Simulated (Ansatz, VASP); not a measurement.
# Two plane-wave programs on SnPt3

```
Sn Pt
1.0
     4.00000    0.04000    0.04000
     0.04000    4.00000    0.04000
     0.04000    0.04000    4.00000
Sn Pt
1 3
Direct
  0.00000 0.00000 0.00000
  0.00000 0.50000 0.50000
  0.50000 0.00000 0.50000
  0.50000 0.50000 0.00000
```

Change from the starting cell: equal xy, yz and zx shear strains of +2 %, PAW files.

Alike in both runs: task electric field gradients; functional LDA; k mesh 8 × 8 × 8; occupations fermi-dirac, width 0.05 eV; no spin polarisation.

|  | VASP | Ansatz |
| --- | --- | --- |
| version | VASP 6.6.1 | Ansatz 0.2.0 |
| potentials or method | VASP PAW LDA potentials, release 64 (Sn_d, Pt) | PAW with Ansatz's default frozen-core files, scalar-relativistic |
| plane-wave cutoff (eV) | 520 | 420 |
| valence electrons in the cell | 44 | 68 |

|  | VASP | Ansatz | Ansatz less VASP |
| --- | --- | --- | --- |
| pressure (GPa) | -2.6 | -3.3 | -0.72 |
| traceless stress, the component that is largest in VASP (GPa) | -1.53 | -1.48 | +0.051 |
| size of Vzz on the site where it differs most (V/Å²) | 150.9 | 160.4 | +9.50 |

LDA's correlation is that of Perdew and Zunger in VASP and of Perdew and Wang (1992) in Ansatz. VASP's potentials hold 44 valence electrons a cell and Ansatz's 68, so a difference there can come from the potentials and not from the codes.

Neither program's run includes spin-orbit coupling.
